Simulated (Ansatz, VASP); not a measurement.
# In2O: VASP beside Ansatz

```
In O
1.0
     3.30822    0.00000    0.00000
    -1.65411    2.86501    0.00000
     0.00000    0.00000   12.32997
In O
4 2
Direct
  0.00000 0.00000 0.38299
  0.00000 0.00000 0.61701
  0.66667 0.33333 0.11410
  0.33333 0.66667 0.88590
  0.66667 0.33333 0.30245
  0.33333 0.66667 0.69755
```

Alike in both runs: functional LDA; k mesh 12 × 12 × 4; occupations fermi-dirac, width 0.15 eV; no spin polarisation.

Ansatz relaxed the structure, and its values are those at the end. VASP's run is a single point on that final structure, the one shown.

|  | VASP | Ansatz |
| --- | --- | --- |
| version | VASP 6.6.1 | Ansatz 0.2.0 |
| potentials or method | VASP PAW LDA potentials, release 64 (In_d, O), cutoff 520 eV | scalar-relativistic, plane waves, PAW |
| valence electrons in the cell | 64 | 64 |

|  | VASP | Ansatz | Ansatz less VASP |
| --- | --- | --- | --- |
| gap on the k mesh at the Fermi level (eV) | none | none | - |
| pressure (GPa) | 0.2 | 0.0 | -0.21 |
| rms of the force components (eV/Å) | 0.021 | 0.000 | -0.0207 |

LDA's correlation is that of Perdew and Zunger in VASP and of Perdew and Wang (1992) in Ansatz. A gap of «none» marks a metal or a gap that the smearing closes.
